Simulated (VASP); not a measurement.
Input of a VASP 6.6.1 run:

File INCAR:

```
PREC = Accurate ; ENCUT = 520
EDIFF = 1E-7 ; ISMEAR = 0
SIGMA = 0.05 ; LREAL = F
LASPH = T ; NELM = 60
ALGO = Normal ; ISIF = 2
LWAVE = F ; LCHARG = F
GGA = PS ; NBANDS = 20
```

Contents of KPOINTS:

```
Automatic mesh
0
Gamma
  12 12 12
```

File POSCAR:

```
SnO2
1.0
    1.5519000000      0.8959898828      4.5279666667
   -1.5519000000      0.8959898828      4.5279666667
    0.0000000000     -1.7919797655      4.5279666667
Sn O
1 2
Direct
    0.5000000000      0.5000000000      0.5000000000
    0.2414378084      0.2414378084      0.2414378084
    0.7585621916      0.7585621916      0.7585621916
```

Potentials or basis: VASP PAW PBE potentials, release 64 (Sn_d, O).

Launch:

```bash
$ cat potpaw_PBE.64/Sn_d/POTCAR potpaw_PBE.64/O/POTCAR > POTCAR
$ mpirun -np 1 vasp_std > vasp.out
```

Question: Estimate the largest force.

Answer: 0.476 eV/Å.

Question: Estimate the band gap on the k mesh.

Answer: 2.48 eV, indirect (least direct gap 2.61 eV).

Stress tensor (GPa, compression positive):
```
17.52  0.00  0.00
 0.00 17.52  0.00
 0.00  0.00  4.67
```

Caveat: the PAW data sets were made with another functional, which shifts forces and pressure a little; spin-orbit coupling is left out, which moves the levels of the heavy elements. A k mesh can miss the band edges.
